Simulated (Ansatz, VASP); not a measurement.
One calculation of Ga2BAs3, two programs

```
CELL_PARAMETERS angstrom
3.85779 0.00000 0.00000
-1.92889 3.34094 0.00000
0.00000 0.00000 9.50176
ATOMIC_POSITIONS crystal
Ga 0.00000 0.00000 0.98862
Ga 0.66667 0.33333 0.34453
B 0.33333 0.66667 0.66081
As 0.00000 0.00000 0.72778
As 0.33333 0.66667 0.44190
As 0.66667 0.33333 0.08637
```

Alike in both runs: task relaxation of cell and atoms; functional PBE; k mesh 12 × 12 × 4; occupations gaussian, width 0.1 eV; no spin polarisation.

```csv
,VASP,Ansatz
version,VASP 6.6.1,Ansatz 0.2.0
potentials or method,"VASP PAW PBE potentials, release 64 (Ga_d, B, As), cutoff 600 eV","scalar-relativistic, plane waves, PAW"
valence electrons in the cell,44,74
```

Ansatz gave:

| Quantity | Value |
| --- | --- |
| gap on the k mesh at the Fermi level, each at its own relaxed structure (eV) | none |
| relaxed volume (Å³/atom) | 20.35 |
| relaxed cell length with the largest relative difference (Å) | 9.523 |

**Question.** What did VASP give for the same quantities?

**Answer.** gap on the k mesh at the Fermi level, each at its own relaxed structure (eV): none; relaxed volume (Å³/atom): 20.41; relaxed cell length with the largest relative difference (Å): 9.532.

A gap of «none» marks a metal or a gap that the smearing closes. VASP's potentials hold 44 valence electrons a cell and Ansatz's 74, so a difference there can come from the potentials and not from the codes.
